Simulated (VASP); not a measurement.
Wanted: the native input for a VASP 6.6.1 run.

```
Task                   : single point
Functional             : PBEsol
Potentials or basis    : VASP PAW PBE potentials, release 64 (Yb)
Cutoff                 : 520 eV
k mesh                 : 12 × 12 × 12
Occupations            : fermi-dirac, width 0.03 eV
Spin                   : no spin polarisation
Dipole correction      : no
Further INCAR settings : ALGO = Normal; EDIFF = 1e-06; NBANDS = 18
```

The structure of Yb lies in POSCAR:

```
Yb
1.0
    0.0000000000      2.7426694000      2.7426694000
    2.7426694000      0.0000000000      2.7426694000
    2.7426694000      2.7426694000      0.0000000000
Yb
1
Direct
    0.0000000000      0.0000000000      0.0000000000
```

One way to write it, as run:

INCAR

```
ALGO = Normal
EDIFF = 1E-6
ENCUT = 520
GGA = PS
ISIF = 2
ISMEAR = -1
LASPH = True
LCHARG = True
LELF = True
LREAL = False
LVHAR = True
LWAVE = False
NBANDS = 18
NELM = 60
PREC = Accurate
SIGMA = 0.03
```

KPOINTS

```
k-points
0
Gamma
  12 12 12
```

Potentials or basis: VASP PAW PBE potentials, release 64 (Yb).

The run is started by

```console
$ cat potpaw_PBE.64/Yb/POTCAR > POTCAR
$ mpirun -np 1 vasp_std > vasp.out
```

Results of the run:

```yaml
Pressure: -3.1 GPa
Band_gap_on_the_k_mesh: zero (bands 12 and 13 overlap by 0.07 eV)
```

Caveat: the cell stands under tension; the PAW data sets were made with another functional, which shifts forces and pressure a little; spin-orbit coupling is left out, which moves the levels of the heavy elements.

Wall time 3.5 min on 1 thread of Intel(R) Xeon(R) Platinum 8259CL CPU @ 2.50GHz (Skylake/Cascade Lake), with other jobs on the host, peak memory 0.23 GiB.
